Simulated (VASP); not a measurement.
# Co (P6/mmm) in VASP: a series of runs, part 2 of 2

VASP 6.6.1.

### Step 5. Single point, PBE (11.84 Å³/atom)

This run uses another cell than the first one, of 11.84 Å³/atom.

Contents of INCAR:

```
SYSTEM = Co
PREC = Accurate
ENCUT = 520
EDIFF = 1E-6
ISMEAR = -1
SIGMA = 0.1
LREAL = .FALSE.
LASPH = .TRUE.
NELM = 100
ALGO = Normal
ISIF = 2
LWAVE = .FALSE.
LCHARG = .TRUE.
GGA = PE
LELF = .TRUE.
LVHAR = .TRUE.
NBANDS = 20
```

Contents of KPOINTS:

```
regular mesh
0
G
  11 11 15
  0 0 0
```

Contents of POSCAR:

```
Co
1.0
    4.0600988445      0.0000000000      0.0000000000
   -2.0300494223      3.5161487412      0.0000000000
    0.0000000000      0.0000000000      2.4886698086
Co
3
Direct
    0.0000000000      0.0000000000      0.0000000000
    0.3333333333      0.6666666667      0.5000000000
    0.6666666667      0.3333333333      0.5000000000
```

Potentials or basis: VASP PAW PBE potentials, release 64 (Co).

Command:

```bash
$ cat potpaw_PBE.64/Co/POTCAR > POTCAR
$ mpirun -np 1 vasp_std > vasp.out
```

OUTCAR:

```text
SYSTEM = Co
   PREC = Accurate
   ENCUT = 520
   EDIFF = 1E-6
   ISMEAR = -1
   LREAL = .FALSE.
   LASPH = .TRUE.
   NELM = 100
   ISIF = 2
   GGA = PE

 ion  position               nearest neighbor table
   1  0.000  0.000  0.000-   2 2.65   3 2.65   2 2.65   3 2.65   3 2.65   3 2.65   2 2.65   2 2.65
                             3 2.65   3 2.65   2 2.65   2 2.65
   2  0.333  0.667  0.500-   3 2.34   3 2.34   3 2.34   1 2.65   1 2.65   1 2.65   1 2.65   1 2.65
                             1 2.65
   3  0.667  0.333  0.500-   2 2.34   2 2.34   2 2.34   1 2.65   1 2.65   1 2.65   1 2.65   1 2.65
                             1 2.65

  LATTYP: Found a hexagonal cell.
 ALAT       =     4.0600988445
 C/A-ratio  =     0.6129579362

  Lattice vectors:

 A1 = (   4.0600988445,   0.0000000000,   0.0000000000)
 A2 = (  -2.0300494223,   3.5161487412,   0.0000000000)
 A3 = (   0.0000000000,   0.0000000000,   2.4886698086)

Analysis of symmetry for initial positions (statically):
=====================================================================
 Subroutine PRICEL returns:
 Original cell was already a primitive cell.

 Routine SETGRP: Setting up the symmetry group for a
 hexagonal supercell.

 Subroutine GETGRP returns: Found 24 space group operations
 (whereof 24 operations were pure point group operations)
 out of a pool of 24 trial point group operations.

The static configuration has the point symmetry D_6h.

Analysis of symmetry for dynamics (positions and initial velocities):
=====================================================================
 Subroutine PRICEL returns:
 Original cell was already a primitive cell.

 Routine SETGRP: Setting up the symmetry group for a
 hexagonal supercell.

 Subroutine GETGRP returns: Found 24 space group operations
 (whereof 24 operations were pure point group operations)
 out of a pool of 24 trial point group operations.

The dynamic configuration has the point symmetry D_6h.

 Subroutine INISYM returns: Found 24 space group operations
 (whereof 24 operations are pure point group operations),
 and found     1 'primitive' translations

----------------------------------------------------------------------------------------

                                     Primitive cell

  volume of cell :      35.5280

  direct lattice vectors                    reciprocal lattice vectors
     4.060098844  0.000000000  0.000000000     0.246299422  0.142201038  0.000000000
    -2.030049422  3.516148741  0.000000000     0.000000000  0.284402076  0.000000000
     0.000000000  0.000000000  2.488669809     0.000000000  0.000000000  0.401821084

  length of vectors
     4.060098844  4.060098845  2.488669809     0.284402076  0.284402076  0.401821084

  position of ions in fractional coordinates (direct lattice)
     0.000000000  0.000000000  0.000000000
     0.333333333  0.666666667  0.500000000
     0.666666667  0.333333333  0.500000000

  ion indices of the primitive-cell ions
   primitive index   ion index
                 1           1
                 2           2
                 3           3

----------------------------------------------------------------------------------------

 KPOINTS: regular mesh

Automatic generation of k-mesh.
 Grid dimensions read from file:
 generate k-points for:   11   11   15

 Generating k-lattice:

  Cartesian coordinates                     Fractional coordinates (reciprocal lattice)
     0.022390857  0.012927367  0.000000000     0.090909091 -0.000000000  0.000000000
     0.000000000  0.025854734  0.000000000     0.000000000  0.090909091  0.000000000
     0.000000000  0.000000000  0.026788072     0.000000000  0.000000000  0.066666667

  Length of vectors
     0.025854734  0.025854734  0.026788072

  Shift w.r.t. Gamma in fractional coordinates (k-lattice)
     0.000000000  0.000000000  0.000000000

 Subroutine IBZKPT returns following result:
 ===========================================

 Found    128 irreducible k-points:

 Following reciprocal coordinates:
            Coordinates               Weight
  0.000000  0.000000  0.000000      1.000000
  0.090909 -0.000000  0.000000      6.000000
  0.181818 -0.000000  0.000000      6.000000
  0.272727 -0.000000  0.000000      6.000000
  0.363636  0.000000  0.000000      6.000000
  0.454545 -0.000000  0.000000      6.000000
[... 16 lines left out ...]
  0.090909  0.090909  0.066667     12.000000
  0.181818  0.090909  0.066667     24.000000
 [... further k-points ...]
   k-points           NKPTS =    128   k-points in BZ     NKDIM =    128   number of bands    NBANDS=     20
   number of dos      NEDOS =    301   number of ions     NIONS =      3
   total plane-waves  NPLWV =  18000
   dimension x,y,z NGX =    30 NGY =   30 NGZ =   20
   dimension x,y,z NGXF=    60 NGYF=   60 NGZF=   40
   ions per type =               3
   NGX,Y,Z   is equivalent  to a cutoff of  12.28, 12.28, 13.36 a.u.
   NGXF,Y,Z  is equivalent  to a cutoff of  24.57, 24.57, 26.72 a.u.
 SYSTEM =  Co
   PREC   = accura    normal or accurate (medium, high low for compatibility)
   ISTART =      0    job   : 0-new  1-cont  2-samecut
   ICHARG =      2    charge: 1-file 2-atom 10-const
   ISPIN  =      1    spin polarized calculation?
   LNONCOLLINEAR =      F non collinear calculations
   LSORBIT =      F    spin-orbit coupling
   LASPH  =      T    aspherical Exc in radial PAW
   ENCUT  =  520.0 eV  38.22 Ry    6.18 a.u.   7.55  7.55  4.63*2*pi/ulx,y,z
   NELM   =    100;   NELMIN=  2; NELMDL= -5     # of ELM steps
   EDIFF  = 0.1E-05   stopping-criterion for ELM
   LREAL  =      F    real-space projection
   EDIFFG = 0.1E-04   stopping-criterion for IOM
   NSW    =      0    number of steps for IOM
   IBRION =     -1    ionic relax: 0-MD 1-quasi-New 2-CG
   NFREE  =      0    steps in history (QN), initial steepest desc. (CG)
   ISIF   =      2    stress and relaxation
   ISYM   =      2    0-nonsym 1-usesym 2-fastsym
   POTIM  = 0.5000    time-step for ionic-motion
   TEBEG  =    0.0;   TEEND  =   0.0 temperature during run
   PSTRESS=    0.0 pullay stress
   NELECT =      27.0000    total number of electrons
   NUPDOWN=      -1.0000    fix difference up-down
   EMIN   =  10.00;   EMAX   =-10.00  energy-range for DOS
   EFERMI =   0.00;   METHOD = LEGACY
   ISMEAR =    -1;   SIGMA  =   0.10  broadening in eV -4-tet -1-fermi 0-gaus
   EFERMI_NEDOS =   21; number of points for ismear=-14 and -15
   IALGO  =     38    algorithm
   IMIX   =      4    mixing-type and parameters
     AMIX     =   0.40;   BMIX     =  1.00
     AMIX_MAG =   1.60;   BMIX_MAG =  1.00
  volume/ion in A,a.u.               =      11.84        79.92
  Fermi-wavevector in a.u.,A,eV,Ry     =   1.493960  2.823176 30.367078  2.231917
  Thomas-Fermi vector in A             =   2.606294
   LORBIT       =      0    0 simple, 1 ext, 2 COOP (PROOUT), +10 PAW based schemes
   GGA     = PE    functional components
   LHFCALC =     F    Hartree Fock is set to
   AEXX    =    0.0000 exact exchange contribution
   IVDW    =     0    specifies the selected vdW correction
   LEPSILON=     F    determine dielectric tensor
   LRPA    =     F    only Hartree local field effects (RPA)
 non-spin polarized calculation
  energy-cutoff  :      520.00
  volume of cell :       35.53
 maximum number of plane-waves:       972
 NGX is ok and might be reduce to    30
   NGX = 15   NGY = 15   NGZ =  9

 number of electron      26.9999975 magnetization

 Free energy of the ion-electron system (eV)
  ---------------------------------------------------
  ext. energy  EPLUGINS =         0.00000000
  ---------------------------------------------------
  free energy    TOTEN  =       -19.89096136 eV

  energy without entropy =      -19.54472224  energy(sigma->0) =      -19.71784180

 E-fermi :   8.8993     XC(G=0): -12.9016

 val. band max:        8.8993286876   @ k =   0.0909  -0.0000   0.4667
 cond. band min:       8.9007042005   @ k =   0.2727   0.2727   0.1333
 fundamental gap:      0.0013755129
 Fermi energy:         8.8993481087

 k-point     1 :       0.0000    0.0000    0.0000
  band No.  band energies     occupation
      1       0.6639      2.00000
      2       5.3886      2.00000
      3       6.4555      2.00000
      4       6.4555      2.00000
      5       6.4793      2.00000
      6       6.4793      2.00000
[... 12 lines left out ...]
     19      15.3315      0.00000
[... 513 lines left out ...]
      4       6.0041      2.00000
      5       6.4779      2.00000
      6       6.8669      2.00000
[... 12 lines left out ...]
     19      16.4955      0.00000
     20      18.1398      0.00000

 [... further k-points ...]

------------------------ aborting loop because EDIFF is reached ----------------------------------------

  FORCE on cell =-STRESS in cart. coord.  units (eV):
  Direction    XX          YY          ZZ          XY          YZ          ZX
  --------------------------------------------------------------------------------------
  -------------------------------------------------------------------------------------
  Total       -4.6788989     -4.6788989     -4.3451220      0.0000000      0.0000000      0.0000000
  in kB     -211.0003211   -211.0003211   -195.9482678      0.0000000      0.0000000      0.0000000
  external PRESSURE =    -205.9829700 kB  Pullay stress =       0.0000000 kB

 VOLUME and BASIS-vectors are now :
 -----------------------------------------------------------------------------
  energy-cutoff  :      520.00
  volume of cell :       35.53
      direct lattice vectors                 reciprocal lattice vectors
     4.060098844  0.000000000  0.000000000     0.246299422  0.142201038  0.000000000
    -2.030049422  3.516148741  0.000000000     0.000000000  0.284402076  0.000000000
     0.000000000  0.000000000  2.488669809     0.000000000  0.000000000  0.401821084

 POSITION                                       TOTAL-FORCE (eV/Angst)
 -----------------------------------------------------------------------------------
      0.00000      0.00000      0.00000        -0.000000      0.000000      0.000000
     -0.00000      2.34410      1.24433        -0.000000      0.000000      0.000000
      2.03005      1.17205      1.24433         0.000000      0.000000     -0.000000
 -----------------------------------------------------------------------------------
    total drift:                               -0.000000      0.000000      0.000000

  FREE ENERGIE OF THE ION-ELECTRON SYSTEM (eV)
  ---------------------------------------------------
  free  energy   TOTEN  =       -19.8909613556 eV

  energy  without entropy=      -19.5447222388  energy(sigma->0) =      -19.71784180
```

stdout:

```text
POSCAR found type information on POSCAR Co
 POSCAR found :  1 types and       3 ions
 scaLAPACK will be used
 LDA part: xc-table for (Slater+PW92), standard interpolation
 POSCAR, INCAR and KPOINTS ok, starting setup
 FFT: planning ... GRIDC
 FFT: planning ... GRID_SOFT
 FFT: planning ... GRID
 WAVECAR not read
 entering main loop
```

Wall time 1.9 min (1 thread of AMD EPYC 7R43 (Zen 3), shared host); peak memory 0.16 GiB.

What came out:

| Quantity | Value |
| --- | --- |
| Free energy | -19.8910 eV |
| Pressure | -20.6 GPa |
| Band gap on the k mesh | zero (an odd number of electrons rules out a gap without spin polarisation) |

Caveat: the cell stands under tension; the run has no spin polarisation, though such a crystal can be magnetic. Spin polarisation is off, so any magnetic state and its effect on volume and gap are missing.

### Step 6. Single point, PBE

Contents of INCAR:

```
PREC = Accurate ; ENCUT = 520
EDIFF = 1E-6 ; ISMEAR = -1
SIGMA = 0.1 ; LREAL = False
LASPH = True ; NELM = 100
ALGO = Normal ; ISIF = 2
LWAVE = False ; LCHARG = False
GGA = PE ; NBANDS = 20
```

Contents of KPOINTS:

```
regular mesh
0
Gamma
  12 12 17
```

Contents of POSCAR:

```
Co
1.0
    3.9095844549      0.0000000000      0.0000000000
   -1.9547922275      3.3857994561      0.0000000000
    0.0000000000      0.0000000000      2.3964108189
Co
3
Direct
    0.0000000000      0.0000000000      0.0000000000
    0.3333333333      0.6666666667      0.5000000000
    0.6666666667      0.3333333333      0.5000000000
```

Potentials or basis: VASP PAW PBE potentials, release 64 (Co).

Command:

```bash
$ cat potpaw_PBE.64/Co/POTCAR > POTCAR
$ mpirun -np 1 vasp_std > vasp.out
```

Wall time 2.7 min (1 thread of AMD EPYC 7R43 (Zen 3), shared host); peak memory 0.17 GiB.

Results (log left out):

```yaml
Free_energy: -20.1749 eV
Pressure: -0.6 GPa
Band_gap_on_the_k_mesh: zero (an odd number of electrons rules out a gap without spin polarisation)
```

Stress tensor (GPa, compression positive):
```
-0.68  0.00  0.00
 0.00 -0.68  0.00
 0.00  0.00 -0.45
```

Levels at points of the mesh, in eV from the Fermi level:
```
           k point  band 10  band 11  band 12  band 13  band 14  band 15  band 16  band 17  band 18  band 19
(0.00, 0.00, 0.00)    -1.52    -0.96    -0.96    -0.92    -0.92     0.44     0.44     7.00     7.00     7.02
(0.50, 0.00, 0.00)    -0.84    -0.82    -0.17     0.05     0.08     0.10     0.21     0.34     0.46     7.63
```

Caveat: the run has no spin polarisation, though such a crystal can be magnetic. Spin polarisation is off, so any magnetic state and its effect on volume and gap are missing.

### Step 7. Overview

```tsv
cell	k mesh	gap on the mesh (eV)	pressure (GPa)
a = 3.910, b = 3.910, c = 2.396 Å, angles 90.0, 90.0, 120.0°, 3 atoms	11 × 11 × 15	none	-0.7
a = 3.961, b = 3.961, c = 2.428 Å, angles 90.0, 90.0, 120.0°, 3 atoms	11 × 11 × 15	none	-8.9
a = 4.011, b = 4.011, c = 2.459 Å, angles 90.0, 90.0, 120.0°, 3 atoms	11 × 11 × 15	none	-15.4
a = 4.060, b = 4.060, c = 2.489 Å, angles 90.0, 90.0, 120.0°, 3 atoms	11 × 11 × 15	none	-20.6
a = 3.910, b = 3.910, c = 2.396 Å, angles 90.0, 90.0, 120.0°, 3 atoms	12 × 12 × 17	none	-0.6
```

Alike in all rows: task single point; level PBE; potentials or basis VASP PAW PBE potentials, release 64 (Co); no spin polarisation; cutoff (eV) 520; smearing fermi-dirac 0.1 eV.

Caveats: the run has no spin polarisation, though such a crystal can be magnetic; the cell stands under tension (at least some runs).

Total energies depend on the potentials used, so only differences within one code and one set of settings carry meaning.
